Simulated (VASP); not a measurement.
# TiCo (Pm-3m) in VASP: single point with PBE

Aim: the single point of TiCo with PBE.

Program: VASP 6.6.1. These are calculated values, not measurements. Logs are shortened: lines on timing, memory, paths and dates and some standing lists are left out, and cuts for length are marked.

## (1) The cell of the first run

The structure is cubic, space group Pm-3m (No. 221). The conventional cell has a = 2.986 Å, b = 2.986 Å, c = 2.986 Å, α = 90.00°, β = 90.00°, γ = 90.00°. Within 3.4 Å of Ti (site symmetry m-3m) lie 8 Co at 2.59 Å and 6 Ti at 2.99 Å. Within 3.4 Å of Co (site symmetry m-3m) lie 8 Ti at 2.59 Å and 6 Co at 2.99 Å.

## (2) Single point, PBE, collinear spin, antiferromagnetic start

Contents of INCAR:

```
SYSTEM = TiCo
PREC = Accurate
ENCUT = 520
EDIFF = 1E-6
ISMEAR = -1
SIGMA = 0.03
LREAL = .FALSE.
LASPH = .TRUE.
NELM = 150
ALGO = Normal
ISIF = 2
LWAVE = .FALSE.
LCHARG = .FALSE.
ISPIN = 2
MAGMOM = 0 0 1 -1
LORBIT = 11
LMAXMIX = 4
GGA = PE
NBANDS = 33
```

Contents of KPOINTS:

```
Automatic mesh
0
G
  12 12 6
  0 0 0
```

Contents of POSCAR:

```
TiCo
1.0
    2.9861109900      0.0000000000      0.0000000000
    0.0000000000      2.9861109900      0.0000000000
    0.0000000000      0.0000000000      5.9722219800
Ti Co
2 2
Direct
    0.0000000000      0.0000000000      0.0000000000
    0.0000000000      0.0000000000      0.5000000000
    0.5000000000      0.5000000000      0.2500000000
    0.5000000000      0.5000000000      0.7500000000
```

Potentials or basis: VASP PAW PBE potentials, release 64 (Ti_sv, Co).

Started as:

```
$ cat potpaw_PBE.64/Ti_sv/POTCAR potpaw_PBE.64/Co/POTCAR > POTCAR
$ mpirun -np 1 vasp_std > vasp.out
```

OUTCAR:

```text
SYSTEM = TiCo
   PREC = Accurate
   ENCUT = 520
   EDIFF = 1E-6
   ISMEAR = -1
   LREAL = .FALSE.
   LASPH = .TRUE.
   NELM = 150
   ISIF = 2
   ISPIN = 2
   LORBIT = 11
   GGA = PE

 ion  position               nearest neighbor table
   1  0.000  0.000  0.000-   3 2.59   4 2.59   3 2.59   4 2.59   3 2.59   4 2.59   3 2.59   4 2.59

   2  0.000  0.000  0.500-   3 2.59   4 2.59   3 2.59   4 2.59   3 2.59   4 2.59   3 2.59   4 2.59

   3  0.500  0.500  0.250-   1 2.59   2 2.59   1 2.59   2 2.59   1 2.59   2 2.59   1 2.59   2 2.59
                             4 2.99   4 2.99
   4  0.500  0.500  0.750-   1 2.59   2 2.59   1 2.59   2 2.59   1 2.59   2 2.59   1 2.59   2 2.59
                             3 2.99   3 2.99

  LATTYP: Found a simple tetragonal cell.
 ALAT       =     2.9861109900
 C/A-ratio  =     2.0000000000

  Lattice vectors:

 A1 = (   2.9861109900,   0.0000000000,   0.0000000000)
 A2 = (   0.0000000000,   2.9861109900,   0.0000000000)
 A3 = (   0.0000000000,   0.0000000000,   5.9722219800)

Analysis of symmetry for initial positions (statically):
=====================================================================
 Subroutine PRICEL returns following result:

  LATTYP: Found a simple cubic cell.
 ALAT       =     2.9861109900

  Lattice vectors:

 A1 = (   2.9861109900,   0.0000000000,   0.0000000000)
 A2 = (   0.0000000000,   2.9861109900,   0.0000000000)
 A3 = (   0.0000000000,   0.0000000000,   2.9861109900)

   2 primitive cells build up your supercell.

 Routine SETGRP: Setting up the symmetry group for a
 simple tetragonal supercell.

 Subroutine GETGRP returns: Found 16 space group operations
 (whereof 16 operations were pure point group operations)
 out of a pool of 16 trial point group operations.

The static configuration has the point symmetry D_4h.

Analysis of symmetry for dynamics (positions and initial velocities):
=====================================================================
 Subroutine PRICEL returns following result:

  LATTYP: Found a simple cubic cell.
 ALAT       =     2.9861109900

  Lattice vectors:

 A1 = (   2.9861109900,   0.0000000000,   0.0000000000)
 A2 = (   0.0000000000,   2.9861109900,   0.0000000000)
 A3 = (   0.0000000000,   0.0000000000,   2.9861109900)

   2 primitive cells build up your supercell.

 Routine SETGRP: Setting up the symmetry group for a
 simple tetragonal supercell.

 Subroutine GETGRP returns: Found 16 space group operations
 (whereof 16 operations were pure point group operations)
 out of a pool of 16 trial point group operations.

The dynamic configuration has the point symmetry D_4h.

Analysis of structural, dynamic, and magnetic symmetry:
=====================================================================
 Subroutine PRICEL returns following result:

  LATTYP: Found a simple cubic cell.
 ALAT       =     2.9861109900

  Lattice vectors:

 A1 = (   2.9861109900,   0.0000000000,   0.0000000000)
 A2 = (   0.0000000000,   2.9861109900,   0.0000000000)
 A3 = (   0.0000000000,   0.0000000000,   2.9861109900)

   2 primitive cells build up your supercell.

 Routine SETGRP: Setting up the symmetry group for a
 simple tetragonal supercell.

 Subroutine GETGRP returns: Found 16 space group operations
 (whereof 16 operations were pure point group operations)
 out of a pool of 16 trial point group operations.

The overall configuration has the point symmetry D_4h.

 Subroutine INISYM returns: Found 16 space group operations
 (whereof 16 operations are pure point group operations),
 and found     2 'primitive' translations

----------------------------------------------------------------------------------------

                                     Primitive cell

  volume of cell :      26.6267

  direct lattice vectors                    reciprocal lattice vectors
     2.986110990  0.000000000  0.000000000     0.334883735  0.000000000  0.000000000
     0.000000000  2.986110990  0.000000000     0.000000000  0.334883735  0.000000000
     0.000000000  0.000000000  2.986110990     0.000000000  0.000000000  0.334883735

  length of vectors
     2.986110990  2.986110990  2.986110990     0.334883735  0.334883735  0.334883735

  position of ions in fractional coordinates (direct lattice)
     0.000000000  0.000000000  0.000000000
     0.500000000  0.500000000  0.500000000

  ion indices of the primitive-cell ions
   primitive index   ion index
                 1           1
                 2           3

----------------------------------------------------------------------------------------

 KPOINTS: Automatic mesh

Automatic generation of k-mesh.
 Grid dimensions read from file:
 generate k-points for:   12   12    6

 Generating k-lattice:

  Cartesian coordinates                     Fractional coordinates (reciprocal lattice)
     0.027906978  0.000000000  0.000000000     0.083333333  0.000000000  0.000000000
     0.000000000  0.027906978  0.000000000     0.000000000  0.083333333  0.000000000
     0.000000000  0.000000000  0.027906978     0.000000000  0.000000000  0.166666667

  Length of vectors
     0.027906978  0.027906978  0.027906978

  Shift w.r.t. Gamma in fractional coordinates (k-lattice)
     0.000000000  0.000000000  0.000000000

 Subroutine IBZKPT returns following result:
 ===========================================

 Found    112 irreducible k-points:

 Following reciprocal coordinates:
            Coordinates               Weight
  0.000000  0.000000  0.000000      1.000000
  0.083333  0.000000  0.000000      4.000000
  0.166667  0.000000  0.000000      4.000000
  0.250000  0.000000  0.000000      4.000000
  0.333333  0.000000  0.000000      4.000000
  0.416667  0.000000  0.000000      4.000000
[... 16 lines left out ...]
  0.333333  0.333333  0.000000      4.000000
  0.416667  0.333333  0.000000      8.000000
 [... further k-points ...]
   k-points           NKPTS =    112   k-points in BZ     NKDIM =    112   number of bands    NBANDS=     33
   number of dos      NEDOS =    301   number of ions     NIONS =      4
   total plane-waves  NPLWV =  27648
   dimension x,y,z NGX =    24 NGY =   24 NGZ =   48
   dimension x,y,z NGXF=    48 NGYF=   48 NGZF=   96
   ions per type =               2   2
   NGX,Y,Z   is equivalent  to a cutoff of  13.36, 13.36, 13.36 a.u.
   NGXF,Y,Z  is equivalent  to a cutoff of  26.72, 26.72, 26.72 a.u.
 SYSTEM =  TiCo
   PREC   = accura    normal or accurate (medium, high low for compatibility)
   ISTART =      0    job   : 0-new  1-cont  2-samecut
   ICHARG =      2    charge: 1-file 2-atom 10-const
   ISPIN  =      2    spin polarized calculation?
   LNONCOLLINEAR =      F non collinear calculations
   LSORBIT =      F    spin-orbit coupling
   LASPH  =      T    aspherical Exc in radial PAW
   ENCUT  =  520.0 eV  38.22 Ry    6.18 a.u.   5.55  5.55 11.10*2*pi/ulx,y,z
   NELM   =    150;   NELMIN=  2; NELMDL= -5     # of ELM steps
   EDIFF  = 0.1E-05   stopping-criterion for ELM
   LREAL  =      F    real-space projection
   EDIFFG = 0.1E-04   stopping-criterion for IOM
   NSW    =      0    number of steps for IOM
   IBRION =     -1    ionic relax: 0-MD 1-quasi-New 2-CG
   NFREE  =      0    steps in history (QN), initial steepest desc. (CG)
   ISIF   =      2    stress and relaxation
   ISYM   =      2    0-nonsym 1-usesym 2-fastsym
   POTIM  = 0.5000    time-step for ionic-motion
   TEBEG  =    0.0;   TEEND  =   0.0 temperature during run
   PSTRESS=    0.0 pullay stress
   NELECT =      42.0000    total number of electrons
   NUPDOWN=      -1.0000    fix difference up-down
   EMIN   =  10.00;   EMAX   =-10.00  energy-range for DOS
   EFERMI =   0.00;   METHOD = LEGACY
   ISMEAR =    -1;   SIGMA  =   0.03  broadening in eV -4-tet -1-fermi 0-gaus
   EFERMI_NEDOS =   21; number of points for ismear=-14 and -15
   IALGO  =     38    algorithm
   IMIX   =      4    mixing-type and parameters
     AMIX     =   0.40;   BMIX     =  1.00
     AMIX_MAG =   1.60;   BMIX_MAG =  1.00
  volume/ion in A,a.u.               =      13.31        89.84
  Fermi-wavevector in a.u.,A,eV,Ry     =   1.512546  2.858298 31.127355  2.287796
  Thomas-Fermi vector in A             =   2.622456
   LORBIT       =     11    0 simple, 1 ext, 2 COOP (PROOUT), +10 PAW based schemes
   GGA     = PE    functional components
   LHFCALC =     F    Hartree Fock is set to
   AEXX    =    0.0000 exact exchange contribution
   IVDW    =     0    specifies the selected vdW correction
   LEPSILON=     F    determine dielectric tensor
   LRPA    =     F    only Hartree local field effects (RPA)
 spin polarized calculation
  energy-cutoff  :      520.00
  volume of cell :       53.25
 maximum number of plane-waves:      1458
 NGX is ok and might be reduce to    24
   NGX = 11   NGY = 11   NGZ = 23

 number of electron      41.9999966 magnetization       0.0000000

 number of electron      41.9999966 magnetization      -0.0000000

 Free energy of the ion-electron system (eV)
  ---------------------------------------------------
  ext. energy  EPLUGINS =         0.00000000
  ---------------------------------------------------
  free energy    TOTEN  =       -31.30351891 eV

  energy without entropy =      -31.29097325  energy(sigma->0) =      -31.29724608

 E-fermi :   9.9073     XC(G=0): -12.5741

 val. band max:        9.9054715720   @ k =   0.1667   0.1667   0.1667
 cond. band min:       9.9240021959   @ k =   0.3333   0.0000   0.0000
 fundamental gap:      0.0185306240
 Fermi energy:         9.9072943516

 spin component 1

 k-point     1 :       0.0000    0.0000    0.0000
  band No.  band energies     occupation
      1     -47.2520      1.00000
      2     -47.2203      1.00000
      3     -23.6400      1.00000
      4     -23.3462      1.00000
      5     -23.3462      1.00000
      6     -23.3409      1.00000
[... 25 lines left out ...]
     32      18.8720      0.00000
     33      18.8731      0.00000

 k-point     2 :       0.0833    0.0000    0.0000
  band No.  band energies     occupation
      1     -47.2499      1.00000
      2     -47.2184      1.00000
      3     -23.6369      1.00000
      4     -23.3666      1.00000
      5     -23.3447      1.00000
      6     -23.3427      1.00000
[... 25 lines left out ...]
     32      18.2126      0.00000
     33      19.1978      0.00000
[... 754 lines left out ...]
     32      15.3049      0.00000
     33      18.3234      0.00000

 k-point    24 :       0.4167    0.3333    0.0000
  band No.  band energies     occupation
      1     -47.2008      1.00000
      2     -47.1717      1.00000
      3     -23.5915      1.00000
      4     -23.5742      1.00000
      5     -23.5590      1.00000
      6     -23.5331      1.00000
[... 25 lines left out ...]
     32      15.8951      0.00000
     33      17.8845      0.00000

 [... further k-points ...]

 spin component 2

 k-point     1 :       0.0000    0.0000    0.0000
  band No.  band energies     occupation
      1     -47.2520      1.00000
      2     -47.2203      1.00000
      3     -23.6400      1.00000
      4     -23.3462      1.00000
      5     -23.3462      1.00000
      6     -23.3409      1.00000
[... 25 lines left out ...]
     32      18.8720      0.00000
     33      18.8741      0.00000

 k-point     2 :       0.0833    0.0000    0.0000
  band No.  band energies     occupation
      1     -47.2499      1.00000
      2     -47.2184      1.00000
      3     -23.6369      1.00000
      4     -23.3666      1.00000
      5     -23.3447      1.00000
      6     -23.3427      1.00000
[... 25 lines left out ...]
     32      18.2126      0.00000
     33      19.1962      0.00000
[... 754 lines left out ...]
     32      15.3049      0.00000
     33      18.3284      0.00000

 k-point    24 :       0.4167    0.3333    0.0000
  band No.  band energies     occupation
      1     -47.2008      1.00000
      2     -47.1717      1.00000
      3     -23.5915      1.00000
      4     -23.5742      1.00000
      5     -23.5590      1.00000
      6     -23.5331      1.00000
[... 25 lines left out ...]
     32      15.8951      0.00000
     33      17.8845      0.00000

 [... further k-points ...]

------------------------ aborting loop because EDIFF is reached ----------------------------------------

  FORCE on cell =-STRESS in cart. coord.  units (eV):
  Direction    XX          YY          ZZ          XY          YZ          ZX
  --------------------------------------------------------------------------------------
  -------------------------------------------------------------------------------------
  Total       -0.7008420     -0.7008420      0.0692616      0.0000000      0.0000000      0.0000000
  in kB      -21.0854503    -21.0854503      2.0837968      0.0000000      0.0000000      0.0000000
  external PRESSURE =     -13.3623680 kB  Pullay stress =       0.0000000 kB

 VOLUME and BASIS-vectors are now :
 -----------------------------------------------------------------------------
  energy-cutoff  :      520.00
  volume of cell :       53.25
      direct lattice vectors                 reciprocal lattice vectors
     2.986110990  0.000000000  0.000000000     0.334883735  0.000000000  0.000000000
     0.000000000  2.986110990  0.000000000     0.000000000  0.334883735  0.000000000
     0.000000000  0.000000000  5.972221980     0.000000000  0.000000000  0.167441867

 POSITION                                       TOTAL-FORCE (eV/Angst)
 -----------------------------------------------------------------------------------
      0.00000      0.00000      0.00000         0.000000      0.000000      0.000000
      0.00000      0.00000      2.98611         0.000000      0.000000     -0.000000
      1.49306      1.49306      1.49306         0.000000      0.000000      0.000000
      1.49306      1.49306      4.47917        -0.000000     -0.000000      0.000000
 -----------------------------------------------------------------------------------
    total drift:                                0.000000     -0.000000     -0.000000

  FREE ENERGIE OF THE ION-ELECTRON SYSTEM (eV)
  ---------------------------------------------------
  free  energy   TOTEN  =       -31.3035189072 eV

  energy  without entropy=      -31.2909732514  energy(sigma->0) =      -31.29724608

 total charge

# of ion       s       p       d       tot
------------------------------------------
    1        2.247   6.179   1.857  10.283
    2        2.247   6.179   1.857  10.283
    3        0.523   0.454   7.318   8.294
    4        0.523   0.454   7.318   8.294
--------------------------------------------------
tot          5.539  13.266  18.351  37.155

 magnetization (x)

# of ion       s       p       d       tot
------------------------------------------
    1        0.000   0.000   0.000   0.000
    2        0.000   0.000   0.000   0.000
    3        0.015   0.006   0.763   0.783
    4       -0.015  -0.006  -0.763  -0.783
--------------------------------------------------
tot          0.000   0.000   0.000   0.000
```

Wall time 5.6 min (1 thread of Intel Xeon Platinum 8259CL at 2.50GHz (Skylake/Cascade Lake), shared host); peak memory 0.4 GiB.

Results:

```yaml
Free_energy: -31.3035 eV
Pressure: -1.3 GPa
Band_gap_on_the_k_mesh: zero (filled and empty bands overlap)
Net_moment: 0.00 μB per cell
Site_moments: Ti +0.00; Co +0.78, -0.78 μB
Valence_electrons_inside_the_program's_atomic_spheres: Ti 10.28; Co 8.29
```

Caveat: the antiferromagnetic order is the one typed at the start, and another may lie lower.
